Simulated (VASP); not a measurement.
# NaI (I4mm) in VASP: further runs, part 2 of 2

VASP 6.6.1. The steps go on from the part before.

## 3. Single point, r2SCAN (all I atoms moved +0.375 Å, as atom 2 along Cartesian [0 1 0])

POSCAR

```
NaI
1.0
    0.0000000000      3.2364000000      3.2364000000
    3.2364000000      0.0000000000      3.2364000000
    3.2364000000      3.2364000000      0.0000000000
Na I
1 1
Direct
    0.0000000000      0.0000000000      0.0000000000
    0.5579347423      0.4420652577      0.5579347423
```

INCAR.step1

```
SYSTEM = NaI
PREC = Accurate
ENCUT = 520
ISMEAR = 0
SIGMA = 0.05
LREAL = .False.
LASPH = .True.
NELM = 100
NBANDS = 14
GGA = PE
ALGO = Normal
EDIFF = 1E-4
LWAVE = .True.
LCHARG = .False.
```

INCAR.step2

```
SYSTEM = NaI
PREC = Accurate
ENCUT = 520
EDIFF = 1E-6
ISMEAR = 0
SIGMA = 0.05
LREAL = .False.
LASPH = .True.
NELM = 100
ALGO = Normal
ISIF = 2
LWAVE = .False.
LCHARG = .True.
METAGGA = R2SCAN
LMIXTAU = .True.
LELF = .True.
LVHAR = .True.
NBANDS = 14
ISTART = 1
```

KPOINTS

```
regular mesh
0
Gamma
  6 6 6
  0 0 0
```

Potentials or basis: VASP PAW PBE potentials, release 64 (Na_pv, I).

Started as:

```
$ cat potpaw_PBE.64/Na_pv/POTCAR potpaw_PBE.64/I/POTCAR > POTCAR
$ cp INCAR.step1 INCAR
$ mpirun -np 1 vasp_std > vasp.out
$ cp INCAR.step2 INCAR
$ mpirun -np 1 vasp_std > vasp.out
```

OUTCAR:

```text
SYSTEM = NaI
   PREC = Accurate
   ENCUT = 520
   EDIFF = 1E-6
   ISMEAR = 0
   LREAL = .False.
   LASPH = .True.
   NELM = 100
   ISIF = 2
   METAGGA = R2SCAN
   ISTART = 1

 ion  position               nearest neighbor table
   1  0.000  0.000  0.000-   2 2.86
   2  0.558  0.442  0.558-   1 2.86

  LATTYP: Found a face centered cubic cell.
 ALAT       =     6.4728000000

  Lattice vectors:

 A1 = (   0.0000000000,   3.2364000000,   3.2364000000)
 A2 = (   3.2364000000,   0.0000000000,   3.2364000000)
 A3 = (   3.2364000000,   3.2364000000,   0.0000000000)

Analysis of symmetry for initial positions (statically):
=====================================================================
 Subroutine PRICEL returns:
 Original cell was already a primitive cell.

 Routine SETGRP: Setting up the symmetry group for a
 face centered cubic supercell.

 Subroutine GETGRP returns: Found  8 space group operations
 (whereof  8 operations were pure point group operations)
 out of a pool of 48 trial point group operations.

The static configuration has the point symmetry C_4v.

Analysis of symmetry for dynamics (positions and initial velocities):
=====================================================================
 Subroutine PRICEL returns:
 Original cell was already a primitive cell.

 Routine SETGRP: Setting up the symmetry group for a
 face centered cubic supercell.

 Subroutine GETGRP returns: Found  8 space group operations
 (whereof  8 operations were pure point group operations)
 out of a pool of 48 trial point group operations.

The dynamic configuration has the point symmetry C_4v.

 Subroutine INISYM returns: Found  8 space group operations
 (whereof  8 operations are pure point group operations),
 and found     1 'primitive' translations

----------------------------------------------------------------------------------------

                                     Primitive cell

  volume of cell :      67.7980

  direct lattice vectors                    reciprocal lattice vectors
     0.000000000  3.236400000  3.236400000    -0.154492646  0.154492646  0.154492646
     3.236400000  0.000000000  3.236400000     0.154492646 -0.154492646  0.154492646
     3.236400000  3.236400000  0.000000000     0.154492646  0.154492646 -0.154492646

  length of vectors
     4.576960773  4.576960773  4.576960773     0.267589113  0.267589113  0.267589113

  position of ions in fractional coordinates (direct lattice)
     0.000000000  0.000000000  0.000000000
     0.557934742  0.442065258  0.557934742

  ion indices of the primitive-cell ions
   primitive index   ion index
                 1           1
                 2           2

----------------------------------------------------------------------------------------

 KPOINTS: regular mesh

Automatic generation of k-mesh.
 Grid dimensions read from file:
 generate k-points for:    6    6    6

 Generating k-lattice:

  Cartesian coordinates                     Fractional coordinates (reciprocal lattice)
    -0.025748774  0.025748774  0.025748774     0.166666667  0.000000000  0.000000000
     0.025748774 -0.025748774  0.025748774     0.000000000  0.166666667  0.000000000
     0.025748774  0.025748774 -0.025748774     0.000000000  0.000000000  0.166666667

  Length of vectors
     0.044598185  0.044598185  0.044598185

  Shift w.r.t. Gamma in fractional coordinates (k-lattice)
     0.000000000  0.000000000  0.000000000

 Subroutine IBZKPT returns following result:
 ===========================================

 Found     30 irreducible k-points:

 Following reciprocal coordinates:
            Coordinates               Weight
  0.000000  0.000000  0.000000      1.000000
  0.166667  0.000000  0.000000      8.000000
  0.333333  0.000000  0.000000      8.000000
  0.500000  0.000000  0.000000      4.000000
  0.166667  0.166667  0.000000      4.000000
  0.166667  0.000000  0.166667      2.000000
[... 16 lines left out ...]
  0.500000  0.333333  0.166667      8.000000
  0.166667  0.500000  0.333333      8.000000
 [... further k-points ...]
   k-points           NKPTS =     30   k-points in BZ     NKDIM =     30   number of bands    NBANDS=     14
   number of dos      NEDOS =    301   number of ions     NIONS =      2
   total plane-waves  NPLWV =  46656
   dimension x,y,z NGX =    36 NGY =   36 NGZ =   36
   dimension x,y,z NGXF=    72 NGYF=   72 NGZF=   72
   ions per type =               1   1
   NGX,Y,Z   is equivalent  to a cutoff of  13.08, 13.08, 13.08 a.u.
   NGXF,Y,Z  is equivalent  to a cutoff of  26.15, 26.15, 26.15 a.u.
 SYSTEM =  NaI
   PREC   = accura    normal or accurate (medium, high low for compatibility)
   ISTART =      1    job   : 0-new  1-cont  2-samecut
   ICHARG =      0    charge: 1-file 2-atom 10-const
   ISPIN  =      1    spin polarized calculation?
   LNONCOLLINEAR =      F non collinear calculations
   LSORBIT =      F    spin-orbit coupling
   LASPH  =      T    aspherical Exc in radial PAW
   ENCUT  =  520.0 eV  38.22 Ry    6.18 a.u.   8.51  8.51  8.51*2*pi/ulx,y,z
   NELM   =    100;   NELMIN=  2; NELMDL=  0     # of ELM steps
   EDIFF  = 0.1E-05   stopping-criterion for ELM
   LREAL  =      F    real-space projection
[... 7 lines left out ...]
   TEBEG  =    0.0;   TEEND  =   0.0 temperature during run
   PSTRESS=    0.0 pullay stress
   NELECT =      14.0000    total number of electrons
   NUPDOWN=      -1.0000    fix difference up-down
   EMIN   =  10.00;   EMAX   =-10.00  energy-range for DOS
   EFERMI =   0.00;   METHOD = LEGACY
   ISMEAR =     0;   SIGMA  =   0.05  broadening in eV -4-tet -1-fermi 0-gaus
   EFERMI_NEDOS =   21; number of points for ismear=-14 and -15
   IALGO  =     38    algorithm
   IMIX   =      4    mixing-type and parameters
     AMIX     =   0.40;   BMIX     =  1.00
     AMIX_MAG =   1.60;   BMIX_MAG =  1.00
  volume/ion in A,a.u.               =      33.90       228.76
  Fermi-wavevector in a.u.,A,eV,Ry     =   0.967636  1.828567 12.739397  0.936319
  Thomas-Fermi vector in A             =   2.097538
   LORBIT       =      0    0 simple, 1 ext, 2 COOP (PROOUT), +10 PAW based schemes
   METAGGA = R2SCAN    functional components
   LHFCALC =     F    Hartree Fock is set to
   AEXX    =    0.0000 exact exchange contribution
   IVDW    =     0    specifies the selected vdW correction
   LEPSILON=     F    determine dielectric tensor
   LRPA    =     F    only Hartree local field effects (RPA)
 non-spin polarized calculation
 Gauss-broadening in eV      SIGMA  =   0.05
  energy-cutoff  :      520.00
  volume of cell :       67.80
 maximum number of plane-waves:      1853
 NGX is ok and might be reduce to    36
   NGX = 17   NGY = 17   NGZ = 17

 number of electron      13.9999993 magnetization

 Free energy of the ion-electron system (eV)
  ---------------------------------------------------
  ext. energy  EPLUGINS =         0.00000000
  ---------------------------------------------------
  free energy    TOTEN  =       -31.00173489 eV

  energy without entropy =      -31.00173489  energy(sigma->0) =      -31.00173489

 E-fermi :   0.7703     XC(G=0):  -8.0503

 val. band max:        0.4678653285   @ k =   0.0000   0.0000   0.0000
 cond. band min:       4.9186074167   @ k =   0.0000   0.0000   0.0000
 fundamental gap:      4.4507420882
 Fermi energy:         0.7702529188

 k-point     1 :       0.0000    0.0000    0.0000
  band No.  band energies     occupation
      1     -22.7489      2.00000
      2     -22.7402      2.00000
      3     -22.7401      2.00000
      4     -10.8824      2.00000
      5       0.4232      2.00000
      6       0.4679      2.00000
      7       0.4679      2.00000
      8       4.9186      0.00000
      9       8.9527      0.00000
     10       8.9527      0.00000
     11       9.0085      0.00000
     12      10.8274      0.00000
     13      10.9893      0.00000
     14      11.5118      0.00000
[... 375 lines left out ...]
 k-point    24 :       0.1667    0.5000    0.3333
  band No.  band energies     occupation
      1     -22.7511      2.00000
      2     -22.7436      2.00000
      3     -22.7409      2.00000
      4     -10.5387      2.00000
      5      -1.2039      2.00000
      6      -0.4745      2.00000
      7      -0.0425      2.00000
      8       7.1697      0.00000
      9       7.7059      0.00000
     10       8.1456      0.00000
     11      10.2729      0.00000
     12      11.2848      0.00000
     13      13.5142      0.00000
     14      14.1667      0.00000

 [... further k-points ...]

------------------------ aborting loop because EDIFF is reached ----------------------------------------

  FORCE on cell =-STRESS in cart. coord.  units (eV):
  Direction    XX          YY          ZZ          XY          YZ          ZX
  --------------------------------------------------------------------------------------
  -------------------------------------------------------------------------------------
  Total       -0.1413937      1.1102340     -0.1413937     -0.0000000      0.0000000      0.0000000
  in kB       -3.3413670     26.2366596     -3.3413670     -0.0000000      0.0000000      0.0000000
  external PRESSURE =       6.5179752 kB  Pullay stress =       0.0000000 kB

 VOLUME and BASIS-vectors are now :
 -----------------------------------------------------------------------------
  energy-cutoff  :      520.00
  volume of cell :       67.80
      direct lattice vectors                 reciprocal lattice vectors
     0.000000000  3.236400000  3.236400000    -0.154492646  0.154492646  0.154492646
     3.236400000  0.000000000  3.236400000     0.154492646 -0.154492646  0.154492646
     3.236400000  3.236400000  0.000000000     0.154492646  0.154492646 -0.154492646

 POSITION                                       TOTAL-FORCE (eV/Angst)
 -----------------------------------------------------------------------------------
      0.00000      0.00000      0.00000         0.000000      0.548164      0.000000
      3.23640      3.61140      3.23640         0.000000     -0.548164      0.000000
 -----------------------------------------------------------------------------------
    total drift:                                0.000017     -0.011091      0.000017

  FREE ENERGIE OF THE ION-ELECTRON SYSTEM (eV)
  ---------------------------------------------------
  free  energy   TOTEN  =       -31.0017348920 eV

  energy  without entropy=      -31.0017348920  energy(sigma->0) =      -31.00173489
```

Wall time 3.1 min (1 thread of Intel Xeon 8259CL, shared host); peak memory 0.23 GiB.

Results:

* Free energy: -31.0017 eV
* Pressure: 0.7 GPa
* Largest force: 0.548 eV/Å
* Band gap on the k mesh: 4.45 eV

Forces in eV/Å, atoms in the order of the input:
```
Na   0.000  0.548  0.000
I    0.000 -0.548  0.000
```

Stress tensor (GPa, compression positive):
```
-0.33  0.00  0.00
 0.00  2.62  0.00
 0.00  0.00 -0.33
```

Levels at points of the mesh, in eV from the valence-band top:
| k point | band 5 | band 6 | band 7 | band 8 | band 9 | band 10 |
| --- | --- | --- | --- | --- | --- | --- |
| (0.00, 0.00, 0.00) | -0.04 | 0.00 | 0.00 | 4.45 | 8.48 | 8.48 |
| (0.50, 0.00, 0.00) | -2.18 | -0.31 | -0.29 | 5.70 | 8.08 | 8.14 |
| (0.50, 0.50, 0.00) | -1.92 | -0.78 | -0.76 | 5.25 | 6.03 | 10.74 |
| (0.50, 0.00, 0.50) | -1.94 | -0.75 | -0.75 | 5.26 | 6.04 | 10.64 |

Caveat: the cell differs from its parent crystal (all I atoms moved +0.375 Å, as atom 2 along Cartesian [0 1 0]); the PAW data sets were made with another functional, which shifts forces and pressure a little; spin-orbit coupling is left out, which moves the levels of the heavy elements.
